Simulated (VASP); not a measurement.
# Bi (Fm-3m) in VASP: notebook

Aim: see how the results for Bi move with the level of theory and the settings. Levels: PBE, HSE06. Tasks: single point.

All numbers are computed with VASP 6.6.1; they aren't measurements. Logs are shortened: lines on timing, memory, paths and dates and some standing lists are left out, and cuts for length are marked.

**1. The cell of the first run**

Symmetry: Fm-3m, No. 225, cubic system. The conventional cell has a = 5.157 Å, b = 5.157 Å, c = 5.157 Å, α = 90.00°, β = 90.00°, γ = 90.00°. Within 4.8 Å of Bi (site symmetry m-3m) lie 12 Bi at 3.65 Å.

**2. Single point, PBE**

INCAR reads:

```
SYSTEM = Bi
PREC = Accurate ; ENCUT = 520
EDIFF = 1E-6 ; ISMEAR = 0
SIGMA = 0.05 ; LREAL = .False.
LASPH = .True. ; NELM = 60
ALGO = Normal ; ISIF = 2
LWAVE = .False. ; LCHARG = .False.
GGA = PE ; NBANDS = 14
```

KPOINTS reads:

```
regular mesh
0
Gamma
  6 6 6
  0 0 0
```

POSCAR reads:

```
Bi
1.0
    0.0000000000      2.5782501500      2.5782501500
    2.5782501500      0.0000000000      2.5782501500
    2.5782501500      2.5782501500      0.0000000000
Bi
1
Direct
    0.0000000000      0.0000000000      0.0000000000
```

Potentials or basis: VASP PAW PBE potentials, release 64 (Bi_d).

Run with:

```sh
$ cat potpaw_PBE.64/Bi_d/POTCAR > POTCAR
$ mpirun -np 1 vasp_std > vasp.out
```

OUTCAR:

```text
SYSTEM = Bi
   PREC = Accurate
   ENCUT = 520
   EDIFF = 1E-6
   ISMEAR = 0
   LREAL = .False.
   LASPH = .True.
   NELM = 60
   ISIF = 2
   GGA = PE

 ion  position               nearest neighbor table
   1  0.000  0.000  0.000-

  LATTYP: Found a face centered cubic cell.
 ALAT       =     5.1565003000

  Lattice vectors:

 A1 = (   0.0000000000,   2.5782501500,   2.5782501500)
 A2 = (   2.5782501500,   0.0000000000,   2.5782501500)
 A3 = (   2.5782501500,   2.5782501500,   0.0000000000)

Analysis of symmetry for initial positions (statically):
=====================================================================
 Subroutine PRICEL returns:
 Original cell was already a primitive cell.

 Routine SETGRP: Setting up the symmetry group for a
 face centered cubic supercell.

 Subroutine GETGRP returns: Found 48 space group operations
 (whereof 48 operations were pure point group operations)
 out of a pool of 48 trial point group operations.

The static configuration has the point symmetry O_h .

Analysis of symmetry for dynamics (positions and initial velocities):
=====================================================================
 Subroutine PRICEL returns:
 Original cell was already a primitive cell.

 Routine SETGRP: Setting up the symmetry group for a
 face centered cubic supercell.

 Subroutine GETGRP returns: Found 48 space group operations
 (whereof 48 operations were pure point group operations)
 out of a pool of 48 trial point group operations.

The dynamic configuration has the point symmetry O_h .

 Subroutine INISYM returns: Found 48 space group operations
 (whereof 48 operations are pure point group operations),
 and found     1 'primitive' translations

----------------------------------------------------------------------------------------

                                     Primitive cell

  volume of cell :      34.2772

  direct lattice vectors                    reciprocal lattice vectors
     0.000000000  2.578250150  2.578250150    -0.193929980  0.193929980  0.193929980
     2.578250150  0.000000000  2.578250150     0.193929980 -0.193929980  0.193929980
     2.578250150  2.578250150  0.000000000     0.193929980  0.193929980 -0.193929980

  length of vectors
     3.646196329  3.646196329  3.646196329     0.335896578  0.335896578  0.335896578

  position of ions in fractional coordinates (direct lattice)
     0.000000000  0.000000000  0.000000000

  ion indices of the primitive-cell ions
   primitive index   ion index
                 1           1

----------------------------------------------------------------------------------------

 KPOINTS: regular mesh

Automatic generation of k-mesh.
 Grid dimensions read from file:
 generate k-points for:    6    6    6

 Generating k-lattice:

  Cartesian coordinates                     Fractional coordinates (reciprocal lattice)
    -0.032321663  0.032321663  0.032321663     0.166666667  0.000000000  0.000000000
     0.032321663 -0.032321663  0.032321663     0.000000000  0.166666667  0.000000000
     0.032321663  0.032321663 -0.032321663     0.000000000  0.000000000  0.166666667

  Length of vectors
     0.055982763  0.055982763  0.055982763

  Shift w.r.t. Gamma in fractional coordinates (k-lattice)
     0.000000000  0.000000000  0.000000000

 Subroutine IBZKPT returns following result:
 ===========================================

 Found     16 irreducible k-points:

 Following reciprocal coordinates:
            Coordinates               Weight
  0.000000  0.000000  0.000000      1.000000
  0.166667  0.000000  0.000000      8.000000
  0.333333  0.000000  0.000000      8.000000
  0.500000  0.000000  0.000000      4.000000
  0.166667  0.166667  0.000000      6.000000
  0.333333  0.166667  0.000000     24.000000
[... 8 lines left out ...]
 -0.333333  0.333333  0.166667     24.000000
 -0.333333  0.500000  0.166667     12.000000
   k-points           NKPTS =     16   k-points in BZ     NKDIM =     16   number of bands    NBANDS=     14
   number of dos      NEDOS =    301   number of ions     NIONS =      1
   total plane-waves  NPLWV =  21952
   dimension x,y,z NGX =    28 NGY =   28 NGZ =   28
   dimension x,y,z NGXF=    56 NGYF=   56 NGZF=   56
   ions per type =               1
   NGX,Y,Z   is equivalent  to a cutoff of  12.77, 12.77, 12.77 a.u.
   NGXF,Y,Z  is equivalent  to a cutoff of  25.53, 25.53, 25.53 a.u.
 SYSTEM =  Bi
   PREC   = accura    normal or accurate (medium, high low for compatibility)
   ISTART =      0    job   : 0-new  1-cont  2-samecut
   ICHARG =      2    charge: 1-file 2-atom 10-const
   ISPIN  =      1    spin polarized calculation?
   LNONCOLLINEAR =      F non collinear calculations
   LSORBIT =      F    spin-orbit coupling
   LASPH  =      T    aspherical Exc in radial PAW
   ENCUT  =  520.0 eV  38.22 Ry    6.18 a.u.   6.78  6.78  6.78*2*pi/ulx,y,z
   NELM   =     60;   NELMIN=  2; NELMDL= -5     # of ELM steps
   EDIFF  = 0.1E-05   stopping-criterion for ELM
   LREAL  =      F    real-space projection
   EDIFFG = 0.1E-04   stopping-criterion for IOM
   NSW    =      0    number of steps for IOM
   IBRION =     -1    ionic relax: 0-MD 1-quasi-New 2-CG
   NFREE  =      0    steps in history (QN), initial steepest desc. (CG)
   ISIF   =      2    stress and relaxation
   ISYM   =      2    0-nonsym 1-usesym 2-fastsym
   POTIM  = 0.5000    time-step for ionic-motion
   TEBEG  =    0.0;   TEEND  =   0.0 temperature during run
   PSTRESS=    0.0 pullay stress
   NELECT =      15.0000    total number of electrons
   NUPDOWN=      -1.0000    fix difference up-down
   EMIN   =  10.00;   EMAX   =-10.00  energy-range for DOS
   EFERMI =   0.00;   METHOD = LEGACY
   ISMEAR =     0;   SIGMA  =   0.05  broadening in eV -4-tet -1-fermi 0-gaus
   EFERMI_NEDOS =   21; number of points for ismear=-14 and -15
   IALGO  =     38    algorithm
   IMIX   =      4    mixing-type and parameters
     AMIX     =   0.40;   BMIX     =  1.00
     AMIX_MAG =   1.60;   BMIX_MAG =  1.00
  volume/ion in A,a.u.               =      34.28       231.31
  Fermi-wavevector in a.u.,A,eV,Ry     =   1.242902  2.348744 21.018351  1.544805
  Thomas-Fermi vector in A             =   2.377236
   LORBIT       =      0    0 simple, 1 ext, 2 COOP (PROOUT), +10 PAW based schemes
   GGA     = PE    functional components
   LHFCALC =     F    Hartree Fock is set to
   AEXX    =    0.0000 exact exchange contribution
   IVDW    =     0    specifies the selected vdW correction
   LEPSILON=     F    determine dielectric tensor
   LRPA    =     F    only Hartree local field effects (RPA)
 non-spin polarized calculation
 Gauss-broadening in eV      SIGMA  =   0.05
  energy-cutoff  :      520.00
  volume of cell :       34.28
 maximum number of plane-waves:       941
   NGX = 13   NGY = 13   NGZ = 13

 number of electron      15.0000003 magnetization

 Free energy of the ion-electron system (eV)
  ---------------------------------------------------
  ext. energy  EPLUGINS =         0.00000000
  ---------------------------------------------------
  free energy    TOTEN  =        -3.71631870 eV

  energy without entropy =       -3.71333879  energy(sigma->0) =       -3.71482875

 E-fermi :   7.0581     XC(G=0):  -9.8447

 val. band max:        7.0468520101   @ k =  -0.3333   0.1667   0.0000
 cond. band min:       7.1916862545   @ k =   0.5000   0.5000   0.0000
 fundamental gap:      0.1448342444
 Fermi energy:         7.0581157699

 k-point     1 :       0.0000    0.0000    0.0000
  band No.  band energies     occupation
      1     -16.2103      2.00000
      2     -16.2103      2.00000
      3     -16.2103      2.00000
      4     -16.1617      2.00000
      5     -16.1617      2.00000
      6      -6.1390      2.00000
      7      11.1664      0.00000
      8      11.1664      0.00000
      9      11.1664      0.00000
     10      14.6163      0.00000
     11      15.9507      0.00000
     12      17.1711      0.00000
     13      17.1711      0.00000
     14      17.1711      0.00000

 k-point     2 :       0.1667    0.0000    0.0000
  band No.  band energies     occupation
      1     -16.2074      2.00000
      2     -16.1992      2.00000
      3     -16.1992      2.00000
      4     -16.1581      2.00000
      5     -16.1581      2.00000
      6      -5.7233      2.00000
      7       7.8328      0.00000
      8      10.7496      0.00000
      9      10.7496      0.00000
     10      14.4149      0.00000
     11      17.2156      0.00000
     12      17.7098      0.00000
     13      17.7098      0.00000
     14      18.1305      0.00000

 k-point     3 :       0.3333    0.0000    0.0000
  band No.  band energies     occupation
      1     -16.2028      2.00000
      2     -16.2001      2.00000
      3     -16.2001      2.00000
      4     -16.1277      2.00000
      5     -16.1277      2.00000
      6      -4.6152      2.00000
      7       3.9419      2.00000
      8      10.0857      0.00000
      9      10.0857      0.00000
     10      13.7414      0.00000
     11      16.2278      0.00000
     12      16.6876      0.00000
     13      16.6876      0.00000
     14      20.7129      0.00000

 k-point     4 :       0.5000    0.0000    0.0000
  band No.  band energies     occupation
      1     -16.2052      2.00000
      2     -16.2052      2.00000
      3     -16.2011      2.00000
      4     -16.1075      2.00000
      5     -16.1075      2.00000
      6      -3.7595      2.00000
      7       2.1084      2.00000
      8       9.8043      0.00000
      9       9.8043      0.00000
     10      13.6325      0.00000
     11      15.4763      0.00000
     12      16.1955      0.00000
     13      16.1955      0.00000
     14      22.7062      0.00000

 k-point     5 :       0.1667    0.1667    0.0000
  band No.  band energies     occupation
      1     -16.2232      2.00000
      2     -16.1816      2.00000
      3     -16.1816      2.00000
      4     -16.1753      2.00000
      5     -16.1497      2.00000
      6      -5.5838      2.00000
      7       8.3534      0.00000
      8       9.6886      0.00000
      9       9.6886      0.00000
     10      13.9532      0.00000
     11      15.2771      0.00000
[... 140 lines left out ...]
 k-point    14 :       0.5000    0.3333    0.1667
  band No.  band energies     occupation
      1     -16.2129      2.00000
      2     -16.1973      2.00000
      3     -16.1627      2.00000
      4     -16.1249      2.00000
      5     -16.1190      2.00000
      6      -3.7492      2.00000
      7       4.1791      2.00000
      8       6.1352      2.00000
      9       8.0488      0.00000
     10      14.1962      0.00000
     11      15.2599      0.00000
     12      16.9882      0.00000
     13      21.7479      0.00000
     14      21.7926      0.00000

 k-point    15 :      -0.3333    0.3333    0.1667
  band No.  band energies     occupation
      1     -16.2044      2.00000
      2     -16.1864      2.00000
      3     -16.1544      2.00000
      4     -16.1452      2.00000
      5     -16.1060      2.00000
      6      -3.0984      2.00000
      7       3.3886      2.00000
      8       5.3626      2.00000
      9       7.2888      0.00000
     10      14.3870      0.00000
     11      16.0709      0.00000
     12      18.7661      0.00000
     13      19.0401      0.00000
     14      21.7842      0.00000

 k-point    16 :      -0.3333    0.5000    0.1667
  band No.  band energies     occupation
      1     -16.2211      2.00000
      2     -16.2034      2.00000
      3     -16.1368      2.00000
      4     -16.1308      2.00000
      5     -16.0935      2.00000
      6      -2.8229      2.00000
      7       3.5363      2.00000
      8       5.4593      2.00000
      9       6.1437      2.00000
     10      13.6264      0.00000
     11      14.7789      0.00000
     12      19.4883      0.00000
     13      19.7445      0.00000
     14      24.4732      0.00000

------------------------ aborting loop because EDIFF is reached ----------------------------------------

  FORCE on cell =-STRESS in cart. coord.  units (eV):
  Direction    XX          YY          ZZ          XY          YZ          ZX
  --------------------------------------------------------------------------------------
  -------------------------------------------------------------------------------------
  Total       -0.7895879     -0.7895879     -0.7895879     -0.0000000     -0.0000000      0.0000000
  in kB      -36.9067587    -36.9067587    -36.9067587     -0.0000000     -0.0000000      0.0000000
  external PRESSURE =     -36.9067587 kB  Pullay stress =       0.0000000 kB

 VOLUME and BASIS-vectors are now :
 -----------------------------------------------------------------------------
  energy-cutoff  :      520.00
  volume of cell :       34.28
      direct lattice vectors                 reciprocal lattice vectors
     0.000000000  2.578250150  2.578250150    -0.193929980  0.193929980  0.193929980
     2.578250150  0.000000000  2.578250150     0.193929980 -0.193929980  0.193929980
     2.578250150  2.578250150  0.000000000     0.193929980  0.193929980 -0.193929980

 POSITION                                       TOTAL-FORCE (eV/Angst)
 -----------------------------------------------------------------------------------
      0.00000      0.00000      0.00000         0.000000      0.000000      0.000000
 -----------------------------------------------------------------------------------
    total drift:                               -0.000000     -0.000000     -0.000000

  FREE ENERGIE OF THE ION-ELECTRON SYSTEM (eV)
  ---------------------------------------------------
  free  energy   TOTEN  =        -3.7163187011 eV

  energy  without entropy=       -3.7133387890  energy(sigma->0) =       -3.71482875
```

Run time: 9.9 s. Hardware: 1 thread of Intel Xeon 6975P-C, shared host; peak memory 0.15 GiB.

What came out:

| Quantity | Value |
| --- | --- |
| Free energy | -3.7163 eV |
| Pressure | -3.7 GPa |

Caveat: spin-orbit coupling is left out, which moves the levels of the heavy elements.

[end of part 1 of 2]
